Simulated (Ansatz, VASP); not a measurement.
In2BiSb: VASP beside Ansatz

```
Sb In Bi
1.0
     4.77867    0.00000    0.00000
     0.00000    4.77867    0.00000
     0.00000    0.00000    6.72464
Sb In Bi
1 2 1
Direct
  0.00000 0.00000 0.00000
  0.00000 0.50000 0.75688
  0.50000 0.00000 0.24312
  0.50000 0.50000 0.50000
```

Alike in both runs: task single point; functional PBE; k mesh 4 × 4 × 4; occupations fermi-dirac, width 0.02 eV; no spin polarisation.

|  | VASP | Ansatz |
| --- | --- | --- |
| version | VASP 6.6.1 | Ansatz 0.2.0 |
| potentials or method | VASP PAW PBE potentials, release 64 (Sb, In_d, Bi_d) | plane waves, PAW |
| plane-wave cutoff (eV) | 520 | 420 |
| valence electrons in the cell | 46 | 56 |

|  | VASP | Ansatz | Ansatz less VASP |
| --- | --- | --- | --- |
| pressure (GPa) | 0.1 | 0.1 | +0.03 |

With one functional, cell and mesh, what is left measures potentials, basis and numerics. VASP's potentials hold 46 valence electrons a cell and Ansatz's 56, so a difference there can come from the potentials and not from the codes.

Spin-orbit coupling is off throughout.
